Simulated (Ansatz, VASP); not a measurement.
**PbS in VASP and in Ansatz**

File INCAR:

```
SYSTEM = PbS
  PREC = Accurate
  ENCUT = 500
  EDIFF = 1E-6
  ISMEAR = -1
  SIGMA = 0.02
  LREAL = .False.
  LASPH = .True.
  NELM = 120
  ALGO = Normal
  ISIF = 2
  LWAVE = .False.
  LCHARG = .False.
  GGA = PE
  NBANDS = 17
  GGA_COMPAT = .False.
```

The input KPOINTS:

```
Automatic mesh
0
Gamma
  3 3 3
  0 0 0
```

The input POSCAR:

```
PbS
1.0
    0.0000000000      2.9657500000      2.9657500000
    2.9657500000      0.0000000000      2.9657500000
    2.9657500000      2.9657500000      0.0000000000
Pb S
1 1
Direct
    0.0000000000      0.0000000000      0.0000000000
    0.5000000000      0.5000000000      0.5000000000
```

Contents of input.yaml:

```yaml
crystal:
  lattice:
    - [0.0, 2.96575, 2.96575]
    - [2.96575, 0.0, 2.96575]
    - [2.96575, 2.96575, 0.0]
  atoms:
    - { symbol: Pb, position: [0.0, 0.0, 0.0] }
    - { symbol: S, position: [0.5, 0.5, 0.5] }
kpoints:
  mp_grid: { grid: [3, 3, 3] }
scf:
  occupations: { method: fermi_dirac, width: 0.02 }
hamiltonian:
  xc: pbe
  pseudopotentials: { kind: all_electron, lapw: { basis_error: 0.002 } }
output:
  forces: true
  stress: true
  eigenvalues: true
```

Alike in both runs: task single point; functional PBE; k mesh 3 × 3 × 3; occupations fermi-dirac, width 0.02 eV; no spin polarisation.

```csv
,VASP,Ansatz
version,VASP 6.6.1,Ansatz 0.2.0
potentials or method,"VASP PAW PBE potentials, release 64 (Pb_d, S), cutoff 500 eV","all-electron LAPW, scalar-relativistic"
```

|  | VASP | Ansatz | Ansatz less VASP |
| --- | --- | --- | --- |
| pressure (GPa) | 1.1 | 1.2 | +0.09 |

Ansatz ran all-electron here, and VASP with PAW potentials.

The k mesh is coarse, so the values compare programs but aren't converged. Neither program's run includes spin-orbit coupling.
